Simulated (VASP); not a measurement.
# Cu2O (series) (Pn-3m) in VASP: a series of runs

Runs on Cu2O (series). Level: PBE. Tasks: single point.

Everything below comes from runs of VASP 6.6.1. Logs are shortened: lines on timing, memory, paths and dates and some standing lists are left out, and cuts for length are marked.

## 1. The cell of the first run

The structure is cubic, space group Pn-3m (No. 224). The conventional cell has a = 4.260 Å, b = 4.260 Å, c = 4.260 Å, α = 90.00°, β = 90.00°, γ = 90.00°. Within 2.4 Å of Cu (site symmetry -3m) lie 2 O at 1.84 Å. Within 2.4 Å of O (site symmetry -43m) lie 4 Cu at 1.84 Å.

## 2. Single point, PBE

INCAR reads:

```
PREC = Accurate
ENCUT = 600
EDIFF = 1E-6
ISMEAR = 0
SIGMA = 0.02
LREAL = False
LASPH = True
NELM = 120
ALGO = Normal
ISIF = 2
LWAVE = False
LCHARG = False
GGA = PE
NBANDS = 37
GGA_COMPAT = False
```

KPOINTS reads:

```
regular mesh
0
Gamma
  4 4 4
```

POSCAR reads:

```
Cu2O
1.0
    4.2600000000      0.0000000000      0.0000000000
    0.0000000000      4.2600000000      0.0000000000
    0.0000000000      0.0000000000      4.2600000000
Cu O
4 2
Direct
    0.2500000000      0.2500000000      0.2500000000
    0.2500000000      0.7500000000      0.7500000000
    0.7500000000      0.7500000000      0.2500000000
    0.7500000000      0.2500000000      0.7500000000
    0.0000000000      0.0000000000      0.0000000000
    0.5000000000      0.5000000000      0.5000000000
```

Potentials or basis: VASP PAW PBE potentials, release 64 (Cu, O).

The run is started by

```console
> cat potpaw_PBE.64/Cu/POTCAR potpaw_PBE.64/O/POTCAR > POTCAR
> mpirun -np 1 vasp_std > vasp.out
```

OUTCAR:

```text
PREC = Accurate
   ENCUT = 600
   EDIFF = 1E-6
   ISMEAR = 0
   LREAL = False
   LASPH = True
   NELM = 120
   ISIF = 2
   GGA = PE

 ion  position               nearest neighbor table
   1  0.250  0.250  0.250-   5 1.84   6 1.84
   2  0.250  0.750  0.750-   5 1.84   6 1.84
   3  0.750  0.750  0.250-   5 1.84   6 1.84
   4  0.750  0.250  0.750-   5 1.84   6 1.84
   5  0.000  0.000  0.000-   1 1.84   2 1.84   3 1.84   4 1.84
   6  0.500  0.500  0.500-   1 1.84   2 1.84   3 1.84   4 1.84

  LATTYP: Found a simple cubic cell.
 ALAT       =     4.2600000000

  Lattice vectors:

 A1 = (   4.2600000000,   0.0000000000,   0.0000000000)
 A2 = (   0.0000000000,   4.2600000000,   0.0000000000)
 A3 = (   0.0000000000,   0.0000000000,   4.2600000000)

Analysis of symmetry for initial positions (statically):
=====================================================================
 Subroutine PRICEL returns:
 Original cell was already a primitive cell.

 Routine SETGRP: Setting up the symmetry group for a
 simple cubic supercell.

 Subroutine GETGRP returns: Found 48 space group operations
 (whereof 24 operations were pure point group operations)
 out of a pool of 48 trial point group operations.

The static configuration has the point symmetry T_d .
 The point group associated with its full space group is O_h .

Analysis of symmetry for dynamics (positions and initial velocities):
=====================================================================
 Subroutine PRICEL returns:
 Original cell was already a primitive cell.

 Routine SETGRP: Setting up the symmetry group for a
 simple cubic supercell.

 Subroutine GETGRP returns: Found 48 space group operations
 (whereof 24 operations were pure point group operations)
 out of a pool of 48 trial point group operations.

The dynamic configuration has the point symmetry T_d .
 The point group associated with its full space group is O_h .

 Subroutine INISYM returns: Found 48 space group operations
 (whereof 24 operations are pure point group operations),
 and found     1 'primitive' translations

----------------------------------------------------------------------------------------

                                     Primitive cell

  volume of cell :      77.3088

  direct lattice vectors                    reciprocal lattice vectors
     4.260000000  0.000000000  0.000000000     0.234741784  0.000000000  0.000000000
     0.000000000  4.260000000  0.000000000     0.000000000  0.234741784  0.000000000
     0.000000000  0.000000000  4.260000000     0.000000000  0.000000000  0.234741784

  length of vectors
     4.260000000  4.260000000  4.260000000     0.234741784  0.234741784  0.234741784

  position of ions in fractional coordinates (direct lattice)
     0.250000000  0.250000000  0.250000000
     0.250000000  0.750000000  0.750000000
     0.750000000  0.750000000  0.250000000
     0.750000000  0.250000000  0.750000000
     0.000000000  0.000000000  0.000000000
     0.500000000  0.500000000  0.500000000

  ion indices of the primitive-cell ions
   primitive index   ion index
                 1           1
                 2           2
                 3           3
                 4           4
                 5           5
                 6           6

----------------------------------------------------------------------------------------

 KPOINTS: regular mesh

Automatic generation of k-mesh.
 Grid dimensions read from file:
 generate k-points for:    4    4    4

 Generating k-lattice:

  Cartesian coordinates                     Fractional coordinates (reciprocal lattice)
     0.058685446  0.000000000  0.000000000     0.250000000  0.000000000  0.000000000
     0.000000000  0.058685446  0.000000000     0.000000000  0.250000000  0.000000000
     0.000000000  0.000000000  0.058685446     0.000000000  0.000000000  0.250000000

  Length of vectors
     0.058685446  0.058685446  0.058685446

  Shift w.r.t. Gamma in fractional coordinates (k-lattice)
     0.000000000  0.000000000  0.000000000

 Subroutine IBZKPT returns following result:
 ===========================================

 Found     10 irreducible k-points:

 Following reciprocal coordinates:
            Coordinates               Weight
  0.000000  0.000000  0.000000      1.000000
  0.250000  0.000000  0.000000      6.000000
  0.500000  0.000000  0.000000      3.000000
  0.250000  0.250000  0.000000     12.000000
  0.500000  0.250000  0.000000     12.000000
  0.500000  0.500000  0.000000      3.000000
  0.250000  0.250000  0.250000      8.000000
  0.500000  0.250000  0.250000     12.000000
  0.500000  0.500000  0.250000      6.000000
  0.500000  0.500000  0.500000      1.000000
   k-points           NKPTS =     10   k-points in BZ     NKDIM =     10   number of bands    NBANDS=     37
   number of dos      NEDOS =    301   number of ions     NIONS =      6
   total plane-waves  NPLWV =  46656
   dimension x,y,z NGX =    36 NGY =   36 NGZ =   36
   dimension x,y,z NGXF=    72 NGYF=   72 NGZF=   72
   ions per type =               4   2
   NGX,Y,Z   is equivalent  to a cutoff of  14.05, 14.05, 14.05 a.u.
   NGXF,Y,Z  is equivalent  to a cutoff of  28.10, 28.10, 28.10 a.u.
 SYSTEM =  unknown system
   PREC   = accura    normal or accurate (medium, high low for compatibility)
   ISTART =      0    job   : 0-new  1-cont  2-samecut
   ICHARG =      2    charge: 1-file 2-atom 10-const
   ISPIN  =      1    spin polarized calculation?
   LNONCOLLINEAR =      F non collinear calculations
   LSORBIT =      F    spin-orbit coupling
   LASPH  =      T    aspherical Exc in radial PAW
   ENCUT  =  600.0 eV  44.10 Ry    6.64 a.u.   8.51  8.51  8.51*2*pi/ulx,y,z
   NELM   =    120;   NELMIN=  2; NELMDL= -5     # of ELM steps
   EDIFF  = 0.1E-05   stopping-criterion for ELM
   LREAL  =      F    real-space projection
   EDIFFG = 0.1E-04   stopping-criterion for IOM
   NSW    =      0    number of steps for IOM
   IBRION =     -1    ionic relax: 0-MD 1-quasi-New 2-CG
   NFREE  =      0    steps in history (QN), initial steepest desc. (CG)
   ISIF   =      2    stress and relaxation
   ISYM   =      2    0-nonsym 1-usesym 2-fastsym
   POTIM  = 0.5000    time-step for ionic-motion
   TEBEG  =    0.0;   TEEND  =   0.0 temperature during run
   PSTRESS=    0.0 pullay stress
   NELECT =      56.0000    total number of electrons
   NUPDOWN=      -1.0000    fix difference up-down
   EMIN   =  10.00;   EMAX   =-10.00  energy-range for DOS
   EFERMI =   0.00;   METHOD = LEGACY
   ISMEAR =     0;   SIGMA  =   0.02  broadening in eV -4-tet -1-fermi 0-gaus
   EFERMI_NEDOS =   21; number of points for ismear=-14 and -15
   IALGO  =     38    algorithm
   IMIX   =      4    mixing-type and parameters
     AMIX     =   0.40;   BMIX     =  1.00
     AMIX_MAG =   1.60;   BMIX_MAG =  1.00
  volume/ion in A,a.u.               =      12.88        86.95
  Fermi-wavevector in a.u.,A,eV,Ry     =   1.470261  2.778391 29.411289  2.161669
  Thomas-Fermi vector in A             =   2.585540
   LORBIT       =      0    0 simple, 1 ext, 2 COOP (PROOUT), +10 PAW based schemes
   GGA     = PE    functional components
   LHFCALC =     F    Hartree Fock is set to
   AEXX    =    0.0000 exact exchange contribution
   IVDW    =     0    specifies the selected vdW correction
   LEPSILON=     F    determine dielectric tensor
   LRPA    =     F    only Hartree local field effects (RPA)
 non-spin polarized calculation
 Gauss-broadening in eV      SIGMA  =   0.02
  energy-cutoff  :      600.00
  volume of cell :       77.31
 maximum number of plane-waves:      2612
 NGX is ok and might be reduce to    36
   NGX = 17   NGY = 17   NGZ = 17

 number of electron      55.9999977 magnetization

 Free energy of the ion-electron system (eV)
  ---------------------------------------------------
  ext. energy  EPLUGINS =         0.00000000
  ---------------------------------------------------
  free energy    TOTEN  =       -27.24725005 eV

  energy without entropy =      -27.24725005  energy(sigma->0) =      -27.24725005

 E-fermi :   4.9377     XC(G=0): -11.0447

 val. band max:        4.7799216611   @ k =   0.0000   0.0000   0.0000
 cond. band min:       5.3187340718   @ k =   0.0000   0.0000   0.0000
 fundamental gap:      0.5388124108
 Fermi energy:         4.9376759781

 k-point     1 :       0.0000    0.0000    0.0000
  band No.  band energies     occupation
      1     -15.3812      2.00000
      2     -14.6429      2.00000
      3      -2.4689      2.00000
      4      -2.4689      2.00000
      5      -2.4689      2.00000
      6      -0.0878      2.00000
[... 29 lines left out ...]
     36      14.1012      0.00000
     37      14.1012      0.00000

 k-point     2 :       0.2500    0.0000    0.0000
  band No.  band energies     occupation
      1     -15.2718      2.00000
      2     -14.7490      2.00000
      3      -2.3111      2.00000
      4      -2.2450      2.00000
      5      -2.2450      2.00000
      6      -0.9496      2.00000
[... 29 lines left out ...]
     36      13.0927      0.00000
     37      13.0927      0.00000

 k-point     3 :       0.5000    0.0000    0.0000
  band No.  band energies     occupation
      1     -15.0088      2.00000
      2     -15.0088      2.00000
      3      -1.8545      2.00000
      4      -1.8545      2.00000
      5      -1.8021      2.00000
      6      -1.8021      2.00000
[... 29 lines left out ...]
     36      12.4619      0.00000
     37      14.0784      0.00000
[... 201 lines left out ...]
 k-point     9 :       0.5000    0.5000    0.2500
  band No.  band energies     occupation
      1     -15.1432      2.00000
      2     -14.8048      2.00000
      3      -2.4860      2.00000
      4      -2.4860      2.00000
      5      -2.0475      2.00000
      6      -1.0294      2.00000
[... 29 lines left out ...]
     36      13.8729      0.00000
     37      16.4162      0.00000

 k-point    10 :       0.5000    0.5000    0.5000
  band No.  band energies     occupation
      1     -15.2018      2.00000
      2     -14.7210      2.00000
      3      -2.3712      2.00000
      4      -2.3712      2.00000
      5      -2.3712      2.00000
      6      -0.9136      2.00000
[... 29 lines left out ...]
     36      12.5033      0.00000
     37      18.6966      0.00000

------------------------ aborting loop because EDIFF is reached ----------------------------------------

  FORCE on cell =-STRESS in cart. coord.  units (eV):
  Direction    XX          YY          ZZ          XY          YZ          ZX
  --------------------------------------------------------------------------------------
  -------------------------------------------------------------------------------------
  Total        2.0211311      2.0211311      2.0211311      0.0000000     -0.0000000      0.0000000
  in kB       41.8867125     41.8867125     41.8867125      0.0000000     -0.0000000      0.0000000
  external PRESSURE =      41.8867125 kB  Pullay stress =       0.0000000 kB

 VOLUME and BASIS-vectors are now :
 -----------------------------------------------------------------------------
  energy-cutoff  :      600.00
  volume of cell :       77.31
      direct lattice vectors                 reciprocal lattice vectors
     4.260000000  0.000000000  0.000000000     0.234741784  0.000000000  0.000000000
     0.000000000  4.260000000  0.000000000     0.000000000  0.234741784  0.000000000
     0.000000000  0.000000000  4.260000000     0.000000000  0.000000000  0.234741784

 POSITION                                       TOTAL-FORCE (eV/Angst)
 -----------------------------------------------------------------------------------
      1.06500      1.06500      1.06500         0.000000     -0.000000     -0.000000
      1.06500      3.19500      3.19500         0.000000      0.000000     -0.000000
      3.19500      3.19500      1.06500        -0.000000      0.000000      0.000000
      3.19500      1.06500      3.19500         0.000000      0.000000      0.000000
      0.00000      0.00000      0.00000         0.000000     -0.000000     -0.000000
      2.13000      2.13000      2.13000        -0.000000     -0.000000     -0.000000
 -----------------------------------------------------------------------------------
    total drift:                                0.000000      0.000000      0.000000

  FREE ENERGIE OF THE ION-ELECTRON SYSTEM (eV)
  ---------------------------------------------------
  free  energy   TOTEN  =       -27.2472500540 eV

  energy  without entropy=      -27.2472500540  energy(sigma->0) =      -27.24725005
```

It took 58 s on 1 thread of Intel Xeon 8259CL, shared host; peak memory 0.21 GiB.

Results:

- Free energy: -27.2473 eV
- Pressure: 4.2 GPa
- Band gap on the k mesh: 0.54 eV, direct

## 3. Single point, PBE

INCAR reads:

```
PREC     = Accurate       # precision mode
ENCUT    = 600            # plane-wave cutoff, eV
EDIFF    = 1E-6           # SCF threshold, eV
ISMEAR   = 0              # smearing method
SIGMA    = 0.02           # smearing width, eV
LREAL    = False          # projectors in reciprocal space
LASPH    = True           # aspherical terms in the spheres
NELM     = 120            # most SCF steps
ALGO     = Normal         # electronic algorithm
ISIF     = 2              # what is computed and relaxed
LWAVE    = False          # write WAVECAR
LCHARG   = False          # write CHGCAR
GGA      = PE             # functional
NBANDS   = 37             # bands
GGA_COMPAT= False
```

KPOINTS reads:

```
Automatic mesh
0
Gamma
  12 12 12
```

POSCAR is that of step 2.

Potentials or basis: VASP PAW PBE potentials, release 64 (Cu, O).

The run is started by

```console
> cat potpaw_PBE.64/Cu/POTCAR potpaw_PBE.64/O/POTCAR > POTCAR
> mpirun -np 1 vasp_std > vasp.out
```

OUTCAR:

```text
PREC = Accurate
   ENCUT = 600
   EDIFF = 1E-6
   ISMEAR = 0
   LREAL = False
   LASPH = True
   NELM = 120
   ISIF = 2
   GGA = PE

 ion  position               nearest neighbor table
   1  0.250  0.250  0.250-   5 1.84   6 1.84
   2  0.250  0.750  0.750-   5 1.84   6 1.84
   3  0.750  0.750  0.250-   5 1.84   6 1.84
   4  0.750  0.250  0.750-   5 1.84   6 1.84
   5  0.000  0.000  0.000-   1 1.84   2 1.84   3 1.84   4 1.84
   6  0.500  0.500  0.500-   1 1.84   2 1.84   3 1.84   4 1.84
[... 1169 lines left out ...]
  -------------------------------------------------------------------------------------
  Total        1.8759694      1.8759694      1.8759694      0.0000000      0.0000000      0.0000000
  in kB       38.8783247     38.8783247     38.8783247      0.0000000      0.0000000      0.0000000
  external PRESSURE =      38.8783247 kB  Pullay stress =       0.0000000 kB

 VOLUME and BASIS-vectors are now :
 -----------------------------------------------------------------------------
  energy-cutoff  :      600.00
  volume of cell :       77.31
      direct lattice vectors                 reciprocal lattice vectors
     4.260000000  0.000000000  0.000000000     0.234741784  0.000000000  0.000000000
     0.000000000  4.260000000  0.000000000     0.000000000  0.234741784  0.000000000
     0.000000000  0.000000000  4.260000000     0.000000000  0.000000000  0.234741784

 POSITION                                       TOTAL-FORCE (eV/Angst)
 -----------------------------------------------------------------------------------
      1.06500      1.06500      1.06500        -0.000000     -0.000000      0.000000
      1.06500      3.19500      3.19500         0.000000      0.000000     -0.000000
      3.19500      3.19500      1.06500        -0.000000      0.000000      0.000000
      3.19500      1.06500      3.19500         0.000000     -0.000000      0.000000
      0.00000      0.00000      0.00000        -0.000000     -0.000000     -0.000000
      2.13000      2.13000      2.13000        -0.000000      0.000000     -0.000000
 -----------------------------------------------------------------------------------
    total drift:                                0.000000      0.000000      0.000000

  FREE ENERGIE OF THE ION-ELECTRON SYSTEM (eV)
  ---------------------------------------------------
  free  energy   TOTEN  =       -27.2597848701 eV

  energy  without entropy=      -27.2597848701  energy(sigma->0) =      -27.25978487
```

Run time: 6.3 min. Hardware: 1 thread of Intel Xeon 8259CL, shared host; peak memory 0.35 GiB.

Results:

```
Free energy            : -27.2598 eV
Pressure               : 3.9 GPa
Band gap on the k mesh : 0.54 eV, direct
```

[end of part 1 of 2]
